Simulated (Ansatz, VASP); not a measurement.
## One calculation of ZrB, two programs

File INCAR:

```
SYSTEM = ZrB
PREC = Accurate
ENCUT = 520
EDIFF = 1E-7
ISMEAR = 0
SIGMA = 0.15
LREAL = .False.
LASPH = .True.
NELM = 80
ALGO = Normal
ISIF = 2
LWAVE = .False.
LCHARG = .False.
GGA = PS
NBANDS = 14
```

KPOINTS

```
regular mesh
0
Gamma
  18 18 18
  0 0 0
```

Contents of POSCAR:

```
ZrB
1.0
    0.0174375000      2.3250000000      2.3250000000
    2.3424375000      0.0000000000      2.3424375000
    2.3250000000      2.3250000000      0.0174375000
Zr B
1 1
Direct
    0.0000000000      0.0000000000      0.0000000000
    0.5000000000      0.5000000000      0.5000000000
```

Input for Ansatz:

```yaml
crystal:
  lattice:
    - [0.0174375, 2.325, 2.325]
    - [2.3424375, 0.0, 2.3424375]
    - [2.325, 2.325, 0.0174375]
  atoms:
    - { symbol: Zr, position: [0.0, 0.0, 0.0] }
    - { symbol: B, position: [0.5, 0.5, 0.5] }
basis:
  ecutwfc: 420
kpoints:
  mp_grid: { grid: [18, 18, 18] }
hamiltonian:
  xc: pbesol
scf:
  occupations: { method: gaussian, width: 0.15 }
output:
  forces: true
  stress: true
  eigenvalues: true
```

Change from the starting cell: strain +0.0150 x Voigt [0, 0, 0, 0, 1, 0], atoms carried along.

Alike in both runs: task single point; functional PBEsol; k mesh 18 × 18 × 18; occupations gaussian, width 0.15 eV; no spin polarisation.

|  | VASP | Ansatz |
| --- | --- | --- |
| version | VASP 6.6.1 | Ansatz 0.2.0 |
| potentials or method | VASP PAW PBE potentials, release 64 (Zr_sv, B), cutoff 520 eV | scalar-relativistic, plane waves, PAW |
| valence electrons in the cell | 15 | 15 |

```csv
,VASP,Ansatz,Ansatz less VASP
gap on the k mesh at the Fermi level (eV),none,none,-
pressure (GPa),29.7,29.4,-0.30
"traceless stress, the component that is largest in VASP (GPa)",-0.85,-0.86,-0.003
```

VASP's potentials were made for PBE, not for PBEsol. A gap of «none» marks a metal or a gap that the smearing closes. Both programs put the cell under a high pressure, so it lies far from rest at this level. With one functional, cell and mesh, what is left measures potentials, basis and numerics.
